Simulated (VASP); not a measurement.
A run of VASP 6.6.1:

The input INCAR:

```
  ALGO = Normal
  EDIFF = 1E-6
  ENCUT = 520
  GGA = RP
  ISIF = 2
  ISMEAR = -1
  LASPH = T
  LCHARG = T
  LELF = T
  LREAL = F
  LVHAR = T
  LWAVE = F
  NBANDS = 24
  NELM = 80
  PREC = Accurate
  SIGMA = 0.1
```

Contents of KPOINTS:

```
k-points
0
Gamma
  7 7 9
```

The input POSCAR:

```
Y
1.0
    5.7287451327      0.0000000000      0.0000000000
   -2.8643725663      4.9612388168      0.0000000000
    0.0000000000      0.0000000000      3.5754505418
Y
3
Direct
    1.0000000000      0.0000000000      1.0000000000
    0.3333333333      0.6666666667      0.5000000000
    0.6666666667      0.3333333333      0.5000000000
```

Potentials or basis: VASP PAW PBE potentials, release 64 (Y_sv).

Launch:

```console
$ cat potpaw_PBE.64/Y_sv/POTCAR > POTCAR
$ mpirun -np 1 vasp_std > vasp.out
```

Hardware: 1 thread of Intel(R) Xeon(R) 6975P-C (Granite Rapids), on a shared host.

Task: How long does it take, and how much memory?

Result: Wall time 52 s on 1 thread of Intel(R) Xeon(R) 6975P-C (Granite Rapids) (shared host), peak memory 0.29 GiB. Counts: scf iterations 13, k points 40.
